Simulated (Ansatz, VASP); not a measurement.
## Te2Mo: VASP beside Ansatz

```
Te Mo
1.0
     3.55499    0.00000    0.00000
    -1.77750    3.07871    0.00000
     0.00000    0.00000   35.03654
Te Mo
4 2
Direct
  0.33333 0.66667 0.44918
  0.31063 0.66667 0.94840
  0.35603 0.66667 0.05160
  0.33333 0.66667 0.55082
  0.00000 0.00000 0.00000
  0.00000 0.00000 0.50000
```

Change from the starting cell: mode 7 frozen in at -0.081 Å and mode 12 at +0.027 Å (largest displacements).

Alike in both runs: task single point; functional PBE; k mesh 9 × 9 × 1; occupations gaussian, width 0.05 eV; no spin polarisation.

|  | VASP | Ansatz |
| --- | --- | --- |
| version | VASP 6.6.1 | Ansatz 0.2.0 |
| potentials or method | VASP PAW PBE potentials, release 64 (Te, Mo_sv), cutoff 520 eV | scalar-relativistic, plane waves, PAW |
| valence electrons in the cell | 52 | 92 |

Ansatz gave:

```
gap on the k mesh at the Fermi level (eV) : 0.99
least direct gap on the mesh (eV)         : 0.99
rms of the force components (eV/Å)        : 0.208
```

Question: What did VASP give for the same quantities?

Answer: gap on the k mesh at the Fermi level (eV): 0.99; least direct gap on the mesh (eV): 0.99; rms of the force components (eV/Å): 0.211.

Atom by atom the forces differ by 0.007 eV/Å (rms over components). VASP's potentials hold 52 valence electrons a cell and Ansatz's 92, so a difference there can come from the potentials and not from the codes.

Spin-orbit coupling is off throughout.
